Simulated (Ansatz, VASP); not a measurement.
**One calculation of HfPdSe2, two programs**

The input INCAR:

```
PREC = Accurate
ENCUT = 600
EDIFF = 1E-7
ISMEAR = 0
SIGMA = 0.1
LREAL = F
LASPH = T
NELM = 100
ALGO = Normal
ISIF = 3
LWAVE = F
LCHARG = F
GGA = PE
IBRION = 2
NSW = 90
EDIFFG = -0.04
```

File KPOINTS:

```
regular mesh
0
Gamma
  4 4 4
```

The input POSCAR:

```
HfPdSe2
1.0
    4.0975053400      0.0000000000      0.0000000000
    0.0000000000      4.0975053400      0.0000000000
    0.0000000000      0.0000000000      5.9661882700
Hf Pd Se
1 1 2
Direct
    0.0000000000      0.0000000000      0.5000000000
    0.0000000000      0.0000000000      0.0000000000
    0.5000000000      0.5000000000      0.5000000000
    0.5000000000      0.5000000000      0.0000000000
```

Input for Ansatz:

```yaml
crystal:
  lattice:
    - [4.09750534, 0.0, 0.0]
    - [0.0, 4.09750534, 0.0]
    - [0.0, 0.0, 5.96618827]
  atoms:
    - { symbol: Hf, position: [0.0, 0.0, 0.5] }
    - { symbol: Pd, position: [0.0, 0.0, 0.0] }
    - { symbol: Se, position: [0.5, 0.5, 0.5] }
    - { symbol: Se, position: [0.5, 0.5, 0.0] }
basis:
  ecutwfc: 420
kpoints:
  mp_grid: { grid: [4, 4, 4] }
hamiltonian:
  xc: pbe
scf:
  occupations: { method: gaussian, width: 0.1 }
  lower_state_search: "off"
output:
  forces: true
  stress: true
  eigenvalues: true
relax:
  adjacent_minimum: "off"
  f_tol: 0.04
  max_steps: 70
  cell: { stress_tol: 0.4 }
```

Alike in both runs: task relaxation of cell and atoms; functional PBE; k mesh 4 × 4 × 4; occupations gaussian, width 0.1 eV; no spin polarisation.

|  | VASP | Ansatz |
| --- | --- | --- |
| version | VASP 6.6.1 | Ansatz 0.2.0 |
| potentials or method | VASP PAW PBE potentials, release 64 (Hf_pv, Pd, Se), cutoff 600 eV | scalar-relativistic, plane waves, PAW |
| valence electrons in the cell | 32 | 76 |

|  | VASP | Ansatz | Ansatz less VASP |
| --- | --- | --- | --- |
| gap on the k mesh at the Fermi level, each at its own relaxed structure (eV) | none | none | - |
| relaxed volume (Å³/atom) | 20.66 | 20.72 | +0.061 |
| relaxed cell length with the largest relative difference (Å) | 3.756 | 3.763 | +0.0075 |

A gap of «none» marks a metal or a gap that the smearing closes. VASP's potentials hold 32 valence electrons a cell and Ansatz's 76, so a difference there can come from the potentials and not from the codes.

The k mesh is coarse, so the values compare programs but aren't converged. Neither program's run includes spin-orbit coupling. Noted on VASP's run: the volume moved by over 15 % at a fixed basis, so the end points are rough.
